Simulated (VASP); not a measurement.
# Nb (Fm-3m) in VASP: notebook

The runs below take Nb through single point, with PBE, SVWN5.

Everything below comes from runs of VASP 6.6.1. Logs are shortened: lines on timing, memory, paths and dates and some standing lists are left out, and cuts for length are marked.

**1. The cell of the first run**

It takes space group Fm-3m (No. 225, cubic). The conventional cell has a = 4.313 Å, b = 4.313 Å, c = 4.313 Å, α = 90.00°, β = 90.00°, γ = 90.00°. Within 4.0 Å of Nb (site symmetry m-3m) lie 12 Nb at 3.05 Å.

**2. Single point, PBE (volume scaled by 1.06)**

INCAR

```
ALGO = Normal
EDIFF = 1E-6
ENCUT = 520
GGA = PE
ISIF = 2
ISMEAR = -1
LASPH = T
LCHARG = T
LELF = T
LREAL = F
LVHAR = T
LWAVE = F
NBANDS = 12
NELM = 60
PREC = Accurate
SIGMA = 0.05
```

KPOINTS

```
k-points
0
Gamma
  11 11 11
```

POSCAR

```
Nb
1.0
    0.0000000000      2.1564811194      2.1564811194
    2.1564811194      0.0000000000      2.1564811194
    2.1564811194      2.1564811194      0.0000000000
Nb
1
Direct
    0.0000000000      0.0000000000      0.0000000000
```

Potentials or basis: VASP PAW PBE potentials, release 64 (Nb_sv).

Run with:

```sh
$ cat potpaw_PBE.64/Nb_sv/POTCAR > POTCAR
$ mpirun -np 1 vasp_std > vasp.out
```

OUTCAR:

```text
EDIFF = 1E-6
   ENCUT = 520
   GGA = PE
   ISIF = 2
   ISMEAR = -1
   LASPH = T
   LREAL = F
   NELM = 60
   PREC = Accurate

 ion  position               nearest neighbor table
   1  0.000  0.000  0.000-

  LATTYP: Found a face centered cubic cell.
 ALAT       =     4.3129622388

  Lattice vectors:

 A1 = (   0.0000000000,   2.1564811194,   2.1564811194)
 A2 = (   2.1564811194,   0.0000000000,   2.1564811194)
 A3 = (   2.1564811194,   2.1564811194,   0.0000000000)

Analysis of symmetry for initial positions (statically):
=====================================================================
 Subroutine PRICEL returns:
 Original cell was already a primitive cell.

 Routine SETGRP: Setting up the symmetry group for a
 face centered cubic supercell.

 Subroutine GETGRP returns: Found 48 space group operations
 (whereof 48 operations were pure point group operations)
 out of a pool of 48 trial point group operations.

The static configuration has the point symmetry O_h .

Analysis of symmetry for dynamics (positions and initial velocities):
=====================================================================
 Subroutine PRICEL returns:
 Original cell was already a primitive cell.

 Routine SETGRP: Setting up the symmetry group for a
 face centered cubic supercell.

 Subroutine GETGRP returns: Found 48 space group operations
 (whereof 48 operations were pure point group operations)
 out of a pool of 48 trial point group operations.

The dynamic configuration has the point symmetry O_h .

 Subroutine INISYM returns: Found 48 space group operations
 (whereof 48 operations are pure point group operations),
 and found     1 'primitive' translations

----------------------------------------------------------------------------------------

                                     Primitive cell

  volume of cell :      20.0570

  direct lattice vectors                    reciprocal lattice vectors
     0.000000000  2.156481119  2.156481119    -0.231859206  0.231859206  0.231859206
     2.156481119  0.000000000  2.156481119     0.231859206 -0.231859206  0.231859206
     2.156481119  2.156481119  0.000000000     0.231859206  0.231859206 -0.231859206

  length of vectors
     3.049724846  3.049724846  3.049724846     0.401591925  0.401591925  0.401591925

  position of ions in fractional coordinates (direct lattice)
     0.000000000  0.000000000  0.000000000

  ion indices of the primitive-cell ions
   primitive index   ion index
                 1           1

----------------------------------------------------------------------------------------

 KPOINTS: k-points

Automatic generation of k-mesh.
 Grid dimensions read from file:
 generate k-points for:   11   11   11

 Generating k-lattice:

  Cartesian coordinates                     Fractional coordinates (reciprocal lattice)
    -0.021078110  0.021078110  0.021078110     0.090909091  0.000000000  0.000000000
     0.021078110 -0.021078110  0.021078110     0.000000000  0.090909091  0.000000000
     0.021078110  0.021078110 -0.021078110     0.000000000  0.000000000  0.090909091

  Length of vectors
     0.036508357  0.036508357  0.036508357

  Shift w.r.t. Gamma in fractional coordinates (k-lattice)
     0.000000000  0.000000000  0.000000000

 Subroutine IBZKPT returns following result:
 ===========================================

 Found     56 irreducible k-points:

 Following reciprocal coordinates:
            Coordinates               Weight
  0.000000  0.000000  0.000000      1.000000
  0.090909  0.000000  0.000000      8.000000
  0.181818  0.000000  0.000000      8.000000
  0.272727  0.000000  0.000000      8.000000
  0.363636  0.000000  0.000000      8.000000
  0.454545  0.000000  0.000000      8.000000
[... 16 lines left out ...]
 -0.272727  0.181818  0.000000     24.000000
 -0.181818  0.181818  0.000000     12.000000
 [... further k-points ...]
   k-points           NKPTS =     56   k-points in BZ     NKDIM =     56   number of bands    NBANDS=     12
   number of dos      NEDOS =    301   number of ions     NIONS =      1
   total plane-waves  NPLWV =  13824
   dimension x,y,z NGX =    24 NGY =   24 NGZ =   24
   dimension x,y,z NGXF=    48 NGYF=   48 NGZF=   48
   ions per type =               1
   NGX,Y,Z   is equivalent  to a cutoff of  13.08, 13.08, 13.08 a.u.
   NGXF,Y,Z  is equivalent  to a cutoff of  26.17, 26.17, 26.17 a.u.
 SYSTEM =  unknown system
   PREC   = accura    normal or accurate (medium, high low for compatibility)
   ISTART =      0    job   : 0-new  1-cont  2-samecut
   ICHARG =      2    charge: 1-file 2-atom 10-const
   ISPIN  =      1    spin polarized calculation?
   LNONCOLLINEAR =      F non collinear calculations
   LSORBIT =      F    spin-orbit coupling
   LASPH  =      T    aspherical Exc in radial PAW
   ENCUT  =  520.0 eV  38.22 Ry    6.18 a.u.   5.67  5.67  5.67*2*pi/ulx,y,z
   NELM   =     60;   NELMIN=  2; NELMDL= -5     # of ELM steps
   EDIFF  = 0.1E-05   stopping-criterion for ELM
   LREAL  =      F    real-space projection
   EDIFFG = 0.1E-04   stopping-criterion for IOM
   NSW    =      0    number of steps for IOM
   IBRION =     -1    ionic relax: 0-MD 1-quasi-New 2-CG
   NFREE  =      0    steps in history (QN), initial steepest desc. (CG)
   ISIF   =      2    stress and relaxation
   ISYM   =      2    0-nonsym 1-usesym 2-fastsym
   POTIM  = 0.5000    time-step for ionic-motion
   TEBEG  =    0.0;   TEEND  =   0.0 temperature during run
   PSTRESS=    0.0 pullay stress
   NELECT =      13.0000    total number of electrons
   NUPDOWN=      -1.0000    fix difference up-down
   EMIN   =  10.00;   EMAX   =-10.00  energy-range for DOS
   EFERMI =   0.00;   METHOD = LEGACY
   ISMEAR =    -1;   SIGMA  =   0.05  broadening in eV -4-tet -1-fermi 0-gaus
   EFERMI_NEDOS =   21; number of points for ismear=-14 and -15
   IALGO  =     38    algorithm
   IMIX   =      4    mixing-type and parameters
     AMIX     =   0.40;   BMIX     =  1.00
     AMIX_MAG =   1.60;   BMIX_MAG =  1.00
  volume/ion in A,a.u.               =      20.06       135.35
  Fermi-wavevector in a.u.,A,eV,Ry     =   1.416773  2.677313 27.310238  2.007246
  Thomas-Fermi vector in A             =   2.538073
   LORBIT       =      0    0 simple, 1 ext, 2 COOP (PROOUT), +10 PAW based schemes
   GGA     = PE    functional components
[... 5 lines left out ...]
 non-spin polarized calculation
  energy-cutoff  :      520.00
  volume of cell :       20.06
 maximum number of plane-waves:       556
   NGX = 11   NGY = 11   NGZ = 11

 number of electron      12.9999999 magnetization

 Free energy of the ion-electron system (eV)
  ---------------------------------------------------
  ext. energy  EPLUGINS =         0.00000000
  ---------------------------------------------------
  free energy    TOTEN  =        -9.85476042 eV

  energy without entropy =       -9.84096530  energy(sigma->0) =       -9.84786286

 E-fermi :  10.1019     XC(G=0): -11.9566

 val. band max:       10.0945532945   @ k =   0.3636   0.2727   0.0909
 cond. band min:      10.1037822582   @ k =   0.3636   0.0909   0.0000
 fundamental gap:      0.0092289637
 Fermi energy:        10.1018733454

 k-point     1 :       0.0000    0.0000    0.0000
  band No.  band energies     occupation
      1     -44.8041      2.00000
      2     -20.3014      2.00000
      3     -20.3014      2.00000
      4     -20.3014      2.00000
      5       4.0173      2.00000
      6      10.2114      0.20111
      7      10.2114      0.20111
      8      10.2114      0.20111
      9      12.5737      0.00000
     10      12.5737      0.00000
     11      21.8025      0.00000
     12      26.2951      0.00000

 k-point     2 :       0.0909    0.0000    0.0000
  band No.  band energies     occupation
      1     -44.7926      2.00000
      2     -20.3815      2.00000
      3     -20.3116      2.00000
      4     -20.3116      2.00000
      5       4.3000      2.00000
      6      10.0035      1.75459
      7      10.3363      0.01822
      8      10.3363      0.01822
      9      12.4724      0.00000
     10      12.4724      0.00000
     11      22.3505      0.00000
     12      25.1752      0.00000

 k-point     3 :       0.1818    0.0000    0.0000
  band No.  band energies     occupation
      1     -44.7618      2.00000
      2     -20.5926      2.00000
      3     -20.3387      2.00000
      4     -20.3387      2.00000
      5       5.0565      2.00000
      6       9.5902      1.99993
      7      10.5584      0.00022
      8      10.5584      0.00022
      9      12.3918      0.00000
     10      12.3918      0.00000
     11      23.0939      0.00000
     12      24.0258      0.00000
[... 286 lines left out ...]
 k-point    23 :      -0.2727    0.1818    0.0000
  band No.  band energies     occupation
      1     -44.6726      2.00000
      2     -20.9920      2.00000
      3     -20.6088      2.00000
      4     -20.4057      2.00000
      5       7.2479      2.00000
      6       9.1271      2.00000
      7       9.5954      1.99992
      8      11.0315      0.00000
      9      12.3337      0.00000
     10      15.1859      0.00000
     11      21.8240      0.00000
     12      24.3070      0.00000

 k-point    24 :      -0.1818    0.1818    0.0000
  band No.  band energies     occupation
      1     -44.7074      2.00000
      2     -20.8353      2.00000
      3     -20.5246      2.00000
      4     -20.3645      2.00000
      5       6.4799      2.00000
      6       8.9939      2.00000
      7      10.1512      0.54338
      8      11.3873      0.00000
      9      11.4133      0.00000
     10      14.0634      0.00000
     11      22.9174      0.00000
     12      25.3069      0.00000

 [... further k-points ...]

------------------------ aborting loop because EDIFF is reached ----------------------------------------

  FORCE on cell =-STRESS in cart. coord.  units (eV):
  Direction    XX          YY          ZZ          XY          YZ          ZX
  --------------------------------------------------------------------------------------
  -------------------------------------------------------------------------------------
  Total       -1.2775397     -1.2775397     -1.2775397      0.0000000      0.0000000     -0.0000000
  in kB     -102.0511765   -102.0511765   -102.0511765      0.0000000      0.0000000     -0.0000000
  external PRESSURE =    -102.0511765 kB  Pullay stress =       0.0000000 kB

 VOLUME and BASIS-vectors are now :
 -----------------------------------------------------------------------------
  energy-cutoff  :      520.00
  volume of cell :       20.06
      direct lattice vectors                 reciprocal lattice vectors
     0.000000000  2.156481119  2.156481119    -0.231859206  0.231859206  0.231859206
     2.156481119  0.000000000  2.156481119     0.231859206 -0.231859206  0.231859206
     2.156481119  2.156481119  0.000000000     0.231859206  0.231859206 -0.231859206

 POSITION                                       TOTAL-FORCE (eV/Angst)
 -----------------------------------------------------------------------------------
      0.00000      0.00000      0.00000        -0.000000     -0.000000      0.000000
 -----------------------------------------------------------------------------------
    total drift:                               -0.000000      0.000000     -0.000000

  FREE ENERGIE OF THE ION-ELECTRON SYSTEM (eV)
  ---------------------------------------------------
  free  energy   TOTEN  =        -9.8547604185 eV

  energy  without entropy=       -9.8409652953  energy(sigma->0) =       -9.84786286
```

Wall time 7.2 s (1 thread of Intel Xeon 6975P-C, shared host); peak memory 0.14 GiB.

Results:

```
Free energy : -9.8548 eV
Pressure    : -10.2 GPa
```

Levels at points of the mesh, in eV from the Fermi level:
| k point | band 4 | band 5 | band 6 | band 7 | band 8 | band 9 |
| --- | --- | --- | --- | --- | --- | --- |
| (0.00, 0.00, 0.00) | -30.40 | -6.08 | 0.11 | 0.11 | 0.11 | 2.47 |

**3. Single point, SVWN5 (volume scaled by 0.92)**

INCAR

```
SYSTEM = Nb
ALGO = Fast ; EDIFF = 1E-7
ENCUT = 520 ; GGA = VW
ISIF = 2 ; ISMEAR = -1
LASPH = .True. ; LCHARG = .False.
LREAL = .False. ; LWAVE = .False.
NBANDS = 12 ; NELM = 60
PREC = Accurate ; SIGMA = 0.15
```

KPOINTS

```
k-points
0
Gamma
  11 11 11
  0 0 0
```

POSCAR

```
Nb
1.0
    0.0000000000      2.0570253675      2.0570253675
    2.0570253675      0.0000000000      2.0570253675
    2.0570253675      2.0570253675      0.0000000000
Nb
1
Direct
    0.0000000000      0.0000000000      0.0000000000
```

Potentials or basis: VASP PAW PBE potentials, release 64 (Nb_sv).

Run with:

```sh
$ cat potpaw_PBE.64/Nb_sv/POTCAR > POTCAR
$ mpirun -np 1 vasp_std > vasp.out
```

It took 8.8 s on 1 thread of Intel Xeon 6975P-C (Granite Rapids), shared host; peak memory 0.13 GiB.

It converged, with:

| Quantity | Value |
| --- | --- |
| Free energy | -10.9795 eV |
| Pressure | 3.0 GPa |

Levels at points of the mesh, in eV from the Fermi level:
```tsv
k point	band 4	band 5	band 6	band 7	band 8	band 9
(0.00, 0.00, 0.00)	-29.85	-6.41	0.02	0.02	0.02	2.89
```

Caveat: the PAW data sets were made with another functional, which shifts forces and pressure a little.
